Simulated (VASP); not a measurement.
AlPdC4N4: single point with PBE

The system is AlPdC4N4.

```
Al Pd C N
1.0
     5.84363    0.00000    0.00000
     0.00000    5.84363    0.00000
     0.00000    0.00000    5.84363
Al Pd C N
1 1 4 4
Direct
  0.50000 0.50000 0.50000
  0.00000 0.00000 0.00000
  0.20176 0.20176 0.20176
  0.20176 0.79824 0.79824
  0.79824 0.20176 0.79824
  0.79824 0.79824 0.20176
  0.31801 0.31801 0.31801
  0.31801 0.68199 0.68199
  0.68199 0.31801 0.68199
  0.68199 0.68199 0.31801
```

```yaml
Program: VASP 6.6.1
Task: single point
Functional: PBE
Potentials_or_basis: VASP PAW PBE potentials, release 64 (Al, Pd, C, N)
Cutoff: 520 eV
k_mesh: 6 × 6 × 6
Occupations: gaussian, width 0.1 eV
Spin: collinear spin
Starting_moments: "[0.0, 0.49, 0.0, 0.0, 0.0, 0.0, 0.0, 0.0, 0.0, 0.0] μB"
Dipole_correction: no
Further_INCAR_settings: ALGO = Normal; EDIFF = 1e-07; NBANDS = 40
```

```yaml
Pressure: 0.3 GPa
Largest_force: 0.361 eV/Å
Band_gap_on_the_k_mesh: zero (filled and empty bands overlap)
Net_moment: 1.00 μB per cell
Site_moments: Al +0.00; Pd +0.58; C +0.03; N +0.02 μB
Valence_electrons_inside_the_program's_atomic_spheres: Al 0.76; Pd 9.69; C 2.52; N 3.97
```

Forces on the atoms (eV/Å):
```
Al   0.000  0.000  0.000
Pd   0.000  0.000  0.000
C   -0.201 -0.201 -0.201
C   -0.201  0.201  0.201
C    0.201 -0.201  0.201
C    0.201  0.201 -0.201
N    0.209  0.209  0.209
N    0.209 -0.209 -0.209
N   -0.209  0.209 -0.209
N   -0.209 -0.209  0.209
```

Levels at points of the mesh, in eV from the Fermi level:
Spin up:
| k point | band 23 | band 24 | band 25 | band 26 | band 27 | band 28 |
| --- | --- | --- | --- | --- | --- | --- |
| (0.00, 0.00, 0.00) | -0.61 | -0.61 | -0.61 | 3.69 | 3.69 | 3.69 |
| (0.50, 0.00, 0.00) | -0.53 | -0.29 | -0.29 | 3.54 | 3.54 | 3.98 |
| (0.50, 0.50, 0.00) | -0.45 | -0.28 | -0.28 | 3.82 | 3.82 | 3.86 |
| (0.50, 0.50, 0.50) | -0.50 | -0.50 | -0.50 | 3.97 | 3.97 | 3.97 |
Spin down:
| k point | band 22 | band 23 | band 24 | band 25 | band 26 | band 27 | band 28 | band 29 |
| --- | --- | --- | --- | --- | --- | --- | --- | --- |
| (0.00, 0.00, 0.00) | -1.98 | -0.26 | -0.26 | -0.26 | 3.84 | 3.84 | 3.84 | 4.36 |
| (0.50, 0.00, 0.00) | -1.77 | -0.18 | 0.07 | 0.07 | 3.63 | 3.63 | 4.07 | 4.12 |
| (0.50, 0.50, 0.00) | -1.77 | -0.08 | 0.08 | 0.08 | 3.90 | 3.90 | 3.94 | 4.17 |
| (0.50, 0.50, 0.50) | -1.96 | -0.14 | -0.14 | -0.14 | 4.10 | 4.10 | 4.10 | 4.51 |

It took 6.9 min on 1 thread of Intel(R) Xeon(R) Platinum 8259CL CPU @ 2.50GHz (Skylake/Cascade Lake) (shared host), peak memory 0.54 GiB.
